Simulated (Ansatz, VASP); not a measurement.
ZnSe3 in VASP and in Ansatz

```
Zn Se
1.0
    -2.72917    2.72917    2.81604
     2.72917   -2.72917    2.81604
     2.72917    2.72917   -2.81604
Zn Se
1 3
Direct
  0.50000 0.50000 0.00000
  0.50000 0.00000 0.50000
  0.00000 0.50000 0.50000
  0.00000 0.00000 0.00000
```

Alike in both runs: functional PBE; k mesh 4 × 4 × 4; occupations gaussian, width 0.1 eV; no spin polarisation.

Ansatz relaxed the structure, and its values are those at the end. VASP's run is a single point on that final structure, the one shown.

|  | VASP | Ansatz |
| --- | --- | --- |
| version | VASP 6.6.1 | Ansatz 0.2.0 |
| potentials or method | VASP PAW PBE potentials, release 64 (Zn, Se), cutoff 500 eV | scalar-relativistic, plane waves, PAW |
| valence electrons in the cell | 30 | 60 |

```tsv
	VASP	Ansatz	Ansatz less VASP
gap on the k mesh at the Fermi level (eV)	none	none	-
pressure (GPa)	0.1	0.0	-0.09
```

A gap of «none» marks a metal or a gap that the smearing closes. VASP's potentials hold 30 valence electrons a cell and Ansatz's 60, so a difference there can come from the potentials and not from the codes.

The k mesh is coarse, so the values compare programs but aren't converged.
